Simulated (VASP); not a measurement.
# Te: single point with PBE

Te:

```
Te
1.0
     4.56280    0.00000    0.00000
    -2.28140    3.95150    0.00000
     0.00000    0.00000    7.52861
Te
4
Direct
  0.33333 0.66667 0.43750
  0.66667 0.33333 0.93750
  0.66667 0.33333 0.56250
  0.33333 0.66667 0.06250
```

This isn't the form of Te at room conditions, which is trigonal, of chains.

```
Program                : VASP 6.6.1
Task                   : single point
Functional             : PBE
Potentials or basis    : VASP PAW PBE potentials, release 64 (Te)
Cutoff                 : 500 eV
k mesh                 : 6 × 6 × 4
Occupations            : gaussian, width 0.1 eV
Spin                   : no spin polarisation
Dipole correction      : no
Further INCAR settings : ALGO = Normal; EDIFF = 1e-06; NBANDS = 20
```

The pressure is 15.9 GPa. The largest force is 0.409 eV/Å and the band gap on the k mesh is zero (bands 12 and 13 overlap by 1.97 eV).

Forces in eV/Å, atoms in the order of the input:
```
Te   0.000  0.000  0.409
Te   0.000  0.000  0.409
Te   0.000  0.000 -0.409
Te   0.000  0.000 -0.409
```

Stress tensor (GPa, compression positive):
```
15.26  0.00  0.00
 0.00 15.26  0.00
 0.00  0.00 17.29
```

Levels at points of the mesh, in eV from the Fermi level:
```
           k point  band 9  band 10  band 11  band 12  band 13  band 14  band 15  band 16
(0.00, 0.00, 0.00)   -3.93    -3.93    -1.20    -1.20    -1.04     0.33     0.33     3.19
(0.50, 0.00, 0.00)   -2.98    -2.46     0.04     0.14     0.21     0.28     3.06     3.97
(0.00, 0.00, 0.50)   -3.81    -3.81    -0.42    -0.42    -0.42    -0.42     0.24     0.24
(0.50, 0.00, 0.50)   -3.16    -3.16    -0.86    -0.86     1.48     1.48     2.53     2.53
```

It took 84 s on 1 thread of AMD EPYC 7R13, on a shared host, peak memory 0.22 GiB.

Caveat: the cell stands under pressure; spin-orbit coupling is left out, which moves the levels of the heavy elements.
